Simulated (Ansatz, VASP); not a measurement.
TiC in VASP and in Ansatz

```
Ti C
1.0
     0.00000    2.09302    2.20035
     2.09302    0.00000    2.20035
     2.09302    2.09302    0.00000
Ti C
1 1
Direct
  0.00000 0.00000 0.00000
  0.50000 0.50000 0.50000
```

Change from the starting cell: strain -0.025 along x and y, +0.025 along z, atoms carried along.

Alike in both runs: task single point; functional PBEsol; k mesh 24 × 24 × 24; occupations gaussian, width 0.15 eV; no spin polarisation.

|  | VASP | Ansatz |
| --- | --- | --- |
| version | VASP 6.6.1 | Ansatz 0.2.0 |
| potentials or method | VASP PAW PBE potentials, release 64 (Ti_sv, C), cutoff 520 eV | scalar-relativistic, plane waves, PAW |
| valence electrons in the cell | 16 | 16 |

```csv
,VASP,Ansatz,Ansatz less VASP
gap on the k mesh at the Fermi level (eV),none,none,-
pressure (GPa),8.8,8.6,-0.23
"traceless stress, the component that is largest in VASP (GPa)",-15.16,-15.11,+0.043
```

VASP's potentials were made for PBE, not for PBEsol. A gap of «none» marks a metal or a gap that the smearing closes. The functional is the same, so the differences come from potentials, cutoffs and numerics.
